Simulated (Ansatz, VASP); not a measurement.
**Ga3B2As5 in VASP and in Ansatz**

Contents of INCAR:

```
PREC = Accurate
ENCUT = 520
EDIFF = 1E-6
ISMEAR = 0
SIGMA = 0.1
LREAL = False
LASPH = True
NELM = 100
ALGO = Normal
ISIF = 2
LWAVE = False
LCHARG = False
GGA = PE
NBANDS = 46
```

File KPOINTS:

```
regular mesh
0
Gamma
  6 6 6
```

File POSCAR:

```
Ga3B2As5
1.0
   -1.8882830200      1.8882830200     13.3521773100
    1.8882830200     -1.8882830200     13.3521773100
    1.8882830200      1.8882830200    -13.3521773100
Ga B As
3 2 5
Direct
    0.7000000000      0.7000000000      0.0000000000
    0.3000000000      0.3000000000      0.0000000000
    0.5000000000      0.5000000000      0.0000000000
    0.9000000000      0.9000000000      0.0000000000
    0.1000000000      0.1000000000      0.0000000000
    0.2500000000      0.7500000000      0.5000000000
    0.8500000000      0.3500000000      0.5000000000
    0.4500000000      0.9500000000      0.5000000000
    0.0500000000      0.5500000000      0.5000000000
    0.6500000000      0.1500000000      0.5000000000
```

Input for Ansatz:

```yaml
crystal:
  lattice:
    - [-1.88828302, 1.88828302, 13.35217731]
    - [1.88828302, -1.88828302, 13.35217731]
    - [1.88828302, 1.88828302, -13.35217731]
  atoms:
    - { symbol: Ga, position: [0.7, 0.7, 0.0] }
    - { symbol: Ga, position: [0.3, 0.3, 0.0] }
    - { symbol: Ga, position: [0.5, 0.5, 0.0] }
    - { symbol: B, position: [0.9, 0.9, 0.0] }
    - { symbol: B, position: [0.1, 0.1, 0.0] }
    - { symbol: As, position: [0.25, 0.75, 0.5] }
    - { symbol: As, position: [0.85, 0.35, 0.5] }
    - { symbol: As, position: [0.45, 0.95, 0.5] }
    - { symbol: As, position: [0.05, 0.55, 0.5] }
    - { symbol: As, position: [0.65, 0.15, 0.5] }
basis:
  ecutwfc: 420
kpoints:
  mp_grid: { grid: [6, 6, 6] }
hamiltonian:
  xc: pbe
scf:
  occupations: { method: gaussian, width: 0.1 }
  lower_state_search: "off"
output:
  forces: true
  stress: true
  eigenvalues: true
```

Alike in both runs: task single point; functional PBE; k mesh 6 × 6 × 6; occupations gaussian, width 0.1 eV; no spin polarisation.

```csv
,VASP,Ansatz
version,VASP 6.6.1,Ansatz 0.2.0
potentials or method,"VASP PAW PBE potentials, release 64 (Ga_d, B, As), cutoff 520 eV","scalar-relativistic, plane waves, PAW"
valence electrons in the cell,70,120
```

|  | VASP | Ansatz | Ansatz less VASP |
| --- | --- | --- | --- |
| gap on the k mesh at the Fermi level (eV) | 0.90 | 0.89 | -0.002 |
| least direct gap on the mesh (eV) | 0.90 | 0.89 | -0.002 |
| pressure (GPa) | 5.1 | 4.9 | -0.21 |
| traceless stress, the component that is largest in VASP (GPa) | -0.57 | -0.57 | +0.006 |
| rms of the force components (eV/Å) | 1.218 | 1.213 | -0.0046 |

Atom by atom the forces differ by 0.005 eV/Å (rms over components). The functional is the same, so the differences come from potentials, cutoffs and numerics. VASP's potentials hold 70 valence electrons a cell and Ansatz's 120, so a difference there can come from the potentials and not from the codes.
